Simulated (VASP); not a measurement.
Wanted: the native input for a VASP 6.6.1 run.

```yaml
Task: single point
Functional: PBE
Potentials_or_basis: VASP PAW PBE potentials, release 64 (Zn, Se)
Cutoff: 520 eV
k_mesh: 11 × 11 × 6
Occupations: fermi-dirac, width 0.05 eV
Spin: no spin polarisation
Dipole_correction: no
Further_INCAR_settings: ALGO = Normal; EDIFF = 1e-06; NBANDS = 26
```

The structure of ZnSe (NiAs type) lies in POSCAR:

```
ZnSe
1.0
    3.6198723925      0.0000000000      0.0000000000
   -1.8099361963      3.1349014504      0.0000000000
    0.0000000000      0.0000000000      5.9178688636
Zn Se
2 2
Direct
    0.0000000000      0.0000000000      0.0000000000
    0.0000000000      0.0000000000      0.5000000000
    0.3333333333      0.6666666667      0.2500000000
    0.6666666667      0.3333333333      0.7500000000
```

One way to write it, as run:

INCAR

```
  PREC = Accurate
  ENCUT = 520
  EDIFF = 1E-6
  ISMEAR = -1
  SIGMA = 0.05
  LREAL = F
  LASPH = T
  NELM = 80
  ALGO = Normal
  ISIF = 2
  LWAVE = F
  LCHARG = T
  GGA = PE
  LELF = T
  LVHAR = T
  NBANDS = 26
```

KPOINTS

```
Automatic mesh
0
Gamma
  11 11 6
```

Potentials or basis: VASP PAW PBE potentials, release 64 (Zn, Se).

Command:

```sh
$ cat potpaw_PBE.64/Zn/POTCAR potpaw_PBE.64/Se/POTCAR > POTCAR
$ mpirun -np 1 vasp_std > vasp.out
```

It gave:

The pressure is 15.4 GPa and the band gap on the k mesh is zero (band 18 reaches 4.64 eV, above the bottom of band 19 at 4.23 eV).

Run time: 42 s on 1 thread of Intel(R) Xeon(R) 6975P-C (Granite Rapids), on a shared host, peak memory 0.24 GiB.
